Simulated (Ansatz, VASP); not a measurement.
**Two plane-wave programs on KF**

The input INCAR:

```
  PREC = Accurate
  ENCUT = 600
  EDIFF = 1E-6
  ISMEAR = 0
  SIGMA = 0.01
  LREAL = F
  LASPH = T
  NELM = 120
  ALGO = Normal
  ISIF = 2
  LWAVE = F
  LCHARG = F
  GGA = CA
  NBANDS = 15
  GGA_COMPAT = F
```

File KPOINTS:

```
regular mesh
0
Gamma
  6 6 6
```

POSCAR

```
KF
1.0
    0.0000000000      2.6544134050      2.6544134050
    2.6544134050      0.0000000000      2.6544134050
    2.6544134050      2.6544134050      0.0000000000
K F
1 1
Direct
    0.0000000000      0.0000000000      0.0000000000
    0.5000000000      0.5000000000      0.5000000000
```

Input for Ansatz:

```yaml
crystal:
  lattice:
    - [0.0, 2.654413405, 2.654413405]
    - [2.654413405, 0.0, 2.654413405]
    - [2.654413405, 2.654413405, 0.0]
  atoms:
    - { symbol: K, position: [0.0, 0.0, 0.0] }
    - { symbol: F, position: [0.5, 0.5, 0.5] }
basis:
  ecutwfc: 420
kpoints:
  mp_grid: { grid: [6, 6, 6] }
hamiltonian:
  xc: lda
scf:
  occupations: { method: fixed }
  n_extra_bands: 1
output:
  forces: true
  stress: true
  eigenvalues: true
```

Alike in both runs: task single point; functional LDA; k mesh 6 × 6 × 6; no spin polarisation.

|  | VASP | Ansatz |
| --- | --- | --- |
| version | VASP 6.6.1 | Ansatz 0.2.0 |
| potentials or method | VASP PAW LDA potentials, release 64 (K_sv, F), cutoff 600 eV | scalar-relativistic, plane waves, PAW |
| occupations | gaussian, width 0.01 eV | fixed |
| valence electrons in the cell | 16 | 16 |

VASP gave:

| Quantity | Value |
| --- | --- |
| gap on the k mesh at the Fermi level (eV) | 5.89 |
| least direct gap on the mesh (eV) | 5.89 |
| pressure (GPa) | -2.9 |

**Question.** What did Ansatz give for the same quantities?

**Answer.** gap on the k mesh at the Fermi level (eV): 5.91; least direct gap on the mesh (eV): 5.91; pressure (GPa): -3.0.

LDA's correlation is that of Perdew and Zunger in VASP and of Perdew and Wang (1992) in Ansatz.
